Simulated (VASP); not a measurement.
# BaTiO3: single point with r2SCAN+U

BaTiO3:

```
Ba Ti O
1.0
     2.83690    1.63788    2.20494
    -2.83690    1.63788    2.20494
     0.00000   -3.27577    2.20494
Ba Ti O
1 1 3
Direct
  0.99997 0.99997 0.99997
  0.50770 0.50770 0.50770
  0.49225 0.49225 0.98652
  0.49225 0.98652 0.49225
  0.98652 0.49225 0.49225
```

This cell differs from its parent crystal: strain +0.000 along x and y, -0.050 along z.

| Item | Value |
| --- | --- |
| Program | VASP 6.6.1 |
| Task | single point |
| Functional | r2SCAN |
| Potentials or basis | VASP PAW PBE potentials, release 64 (Ba_sv, Ti_sv, O) |
| Cutoff | 520 eV |
| k mesh | 6 × 6 × 6 |
| Occupations | gaussian, width 0.05 eV |
| Spin | no spin polarisation |
| Hubbard terms | Ti d U = 4.0 eV |
| Dipole correction | no |
| Further INCAR settings | ALGO = Normal; EDIFF = 1e-07; NBANDS = 28 |

* Pressure: 14.7 GPa
* Largest force: 0.980 eV/Å
* Band gap on the k mesh: 2.86 eV (least direct gap 3.01 eV)

Forces in eV/Å, atoms in the order of the input:
```
Ba   0.000  0.000 -0.063
Ti   0.000  0.000 -0.980
O    0.000 -0.418  0.348
O   -0.362  0.209  0.348
O    0.362  0.209  0.348
```

Stress tensor (GPa, compression positive):
```
10.01  0.00  0.00
 0.00 10.01  0.00
 0.00  0.00 24.17
```

Levels at points of the mesh, in eV from the valence-band top:
| k point | band 18 | band 19 | band 20 | band 21 | band 22 | band 23 |
| --- | --- | --- | --- | --- | --- | --- |
| (0.00, 0.00, 0.00) | -0.40 | -0.40 | -0.15 | 2.86 | 3.00 | 3.00 |
| (0.50, 0.00, 0.00) | -1.67 | -1.08 | -0.80 | 3.17 | 4.60 | 4.63 |
| (0.50, 0.50, 0.00) | -0.99 | -0.87 | -0.14 | 4.59 | 4.73 | 5.13 |
| (0.50, 0.50, 0.50) | -0.08 | -0.08 | 0.00 | 5.23 | 5.44 | 5.44 |

Eigenvalues of the final occupation matrices:
```tsv
site	spin	trace	eigenvalues
site 2 d	1	0.80	0.10 0.10 0.10 0.25 0.25
site 2 d	2	0.80	0.10 0.10 0.10 0.25 0.25
```

Run time: 2.3 min on 1 thread of Intel(R) Xeon(R) Platinum 8488C (Sapphire Rapids) (shared host), peak memory 0.21 GiB.

Caveat: the cell differs from its parent crystal (strain +0.000 along x and y, -0.050 along z); the cell stands under pressure; the PAW data sets were made with another functional, which shifts forces and pressure a little; spin-orbit coupling is left out, which moves the levels of the heavy elements. A k mesh can miss the band edges.
